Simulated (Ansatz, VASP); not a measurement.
# One calculation of Sn2Bi3O3, two programs

```
Sn Bi O
1.0
     7.32363    0.00000    0.00000
    -3.66182    6.34245    0.00000
     0.00000    0.00000    7.26677
Sn Bi O
4 6 6
Cartesian
  3.6618 2.1142 3.6334
  3.6618 2.1142 0.0000
  0.0000 4.2283 0.0000
  0.0000 4.2283 3.6334
  2.7375 4.7414 1.8167
  -0.9244 1.6010 1.8167
  1.8487 0.0000 1.8167
  -2.7375 4.7414 5.4501
  5.4749 0.0000 5.4501
  0.9244 1.6010 5.4501
  4.3885 0.0000 1.8167
  1.4676 2.5419 1.8167
  -2.1942 3.8005 1.8167
  2.9351 0.0000 5.4501
  2.1942 3.8005 5.4501
  -1.4676 2.5419 5.4501
```

Alike in both runs: functional PBE; k mesh 3 × 3 × 3; occupations gaussian, width 0.2 eV; no spin polarisation.

Ansatz relaxed the structure, and its values are those at the end. VASP's run is a single point on that final structure, the one shown.

|  | VASP | Ansatz |
| --- | --- | --- |
| version | VASP 6.6.1 | Ansatz 0.2.0 |
| potentials or method | VASP PAW PBE potentials, release 64 (Sn_d, Bi_d, O), cutoff 520 eV | scalar-relativistic, plane waves, PAW |
| valence electrons in the cell | 182 | 182 |

```csv
,VASP,Ansatz,Ansatz less VASP
gap on the k mesh at the Fermi level (eV),none,none,-
pressure (GPa),-0.3,-0.2,+0.05
rms of the force components (eV/Å),0.021,0.018,-0.0029
```

A gap of «none» marks a metal or a gap that the smearing closes.

Neither program's run includes spin-orbit coupling.
